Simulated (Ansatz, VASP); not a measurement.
**GaSb4 in VASP and in Ansatz**

```
Ga Sb
1.0
     4.48613    0.00000    0.00000
     0.00000    4.48613    0.00000
     0.00000    0.00000    7.34432
Ga Sb
1 4
Direct
  0.50000 0.50000 0.00000
  0.00000 0.50000 0.70447
  0.50000 0.00000 0.70447
  0.00000 0.50000 0.29553
  0.50000 0.00000 0.29553
```

Alike in both runs: functional PBE; k mesh 4 × 4 × 2; occupations gaussian, width 0.1 eV; no spin polarisation.

Ansatz relaxed the structure, and its values are those at the end. VASP's run is a single point on that final structure, the one shown.

|  | VASP | Ansatz |
| --- | --- | --- |
| version | VASP 6.6.1 | Ansatz 0.2.0 |
| potentials or method | VASP PAW PBE potentials, release 64 (Ga_d, Sb), cutoff 520 eV | scalar-relativistic, plane waves, PAW |
| valence electrons in the cell | 33 | 73 |

VASP gave:

| Property | Result |
| --- | --- |
| gap on the k mesh at the Fermi level (eV) | none |
| pressure (GPa) | 0.0 |
| rms of the force components (eV/Å) | 0.003 |

Q: Which values does Ansatz return?

A: gap on the k mesh at the Fermi level (eV): none; pressure (GPa): 0.0; rms of the force components (eV/Å): 0.007.

A gap of «none» marks a metal or a gap that the smearing closes. VASP's potentials hold 33 valence electrons a cell and Ansatz's 73, so a difference there can come from the potentials and not from the codes.

The k mesh is coarse, so the values compare programs but aren't converged. Spin-orbit coupling is off throughout.
